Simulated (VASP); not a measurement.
A run of VASP 6.6.1:

File INCAR:

```
ALGO = Normal
EDIFF = 1E-6
ENCUT = 520
GGA = PS
ISIF = 2
ISMEAR = -1
LASPH = T
LCHARG = T
LELF = T
LREAL = F
LVHAR = T
LWAVE = F
NBANDS = 17
NELM = 60
PREC = Accurate
SIGMA = 0.05
```

File KPOINTS:

```
k-points
0
Gamma
  4 4 4
```

POSCAR

```
SnTe
1.0
    0.0000000000      3.5077834267      3.5077834267
    3.5077834267      0.0000000000      3.5077834267
    3.5077834267      3.5077834267      0.0000000000
Sn Te
1 1
Direct
    0.0000000000      0.0000000000      0.0000000000
    0.7500000000      0.7500000000      0.7500000000
```

Potentials or basis: VASP PAW PBE potentials, release 64 (Sn_d, Te).

Launch:

```sh
$ cat potpaw_PBE.64/Sn_d/POTCAR potpaw_PBE.64/Te/POTCAR > POTCAR
$ mpirun -np 1 vasp_std > vasp.out
```

Hardware: 1 thread of Intel(R) Xeon(R) Platinum 8488C (Sapphire Rapids), with other jobs on the host.

Problem. How long does it take, and how much memory?

Solution. Run time: 12 s on 1 thread of Intel(R) Xeon(R) Platinum 8488C (Sapphire Rapids), on a shared host, peak memory 0.23 GiB. Counts: scf iterations 12, k points 8.
